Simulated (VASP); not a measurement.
The system is Ta3AsAu2O13.

```
Ta As Au O
1.0
     5.45204    0.00000    0.00000
    -2.72602    4.72161    0.00000
     0.00000    0.00000    9.57902
Ta As Au O
3 1 2 13
Cartesian
  0.0000 0.0000 1.8591
  0.0000 0.0000 7.7199
  2.7260 1.5739 0.0000
  0.0000 0.0000 4.7895
  0.0000 3.1478 2.6273
  0.0000 3.1478 6.9517
  0.0000 0.0000 0.0000
  -1.3422 4.5861 3.4870
  -0.5745 1.2662 3.4870
  1.9167 3.5909 3.4870
  -1.3422 4.5861 6.0921
  -0.5745 1.2662 6.0921
  1.9167 3.5909 6.0921
  1.1852 1.5782 8.2230
  3.4927 0.2373 8.2230
  3.5002 2.9061 8.2230
  1.1852 1.5782 1.3560
  3.4927 0.2373 1.3560
  3.5002 2.9061 1.3560
```

Base run:

| Item | Value |
| --- | --- |
| Program | VASP 6.6.1 |
| Functional | revPBE |
| Potentials or basis | VASP PAW PBE potentials, release 64 (Ta_pv, As, Au, O) |
| Cutoff | 520 eV |
| k mesh | 6 × 6 × 3 |
| Occupations | fermi-dirac, width 0.05 eV |
| Spin | no spin polarisation |

Its results: band gap on the k mesh zero (bands 69 and 70 overlap by 0.03 eV); pressure 3.3 GPa; largest force 0.317 eV/Å.

Q: The run is repeated on the same cell with these changes: functional from revPBE to PBE; k mesh from 6 × 6 × 3 to 3 × 3 × 2. What comes out?

A: Band gap on the k mesh zero (bands 69 and 70 overlap by 0.03 eV); pressure 0.4 GPa; largest force 0.274 eV/Å.

Several settings changed at once.

Caveats: some runs use coarse meshes; spin-orbit coupling is left out, which moves the levels of the heavy elements; the cell stands under pressure (at least some runs); the PAW data sets were made with another functional, which shifts forces and pressure a little (at least some runs).
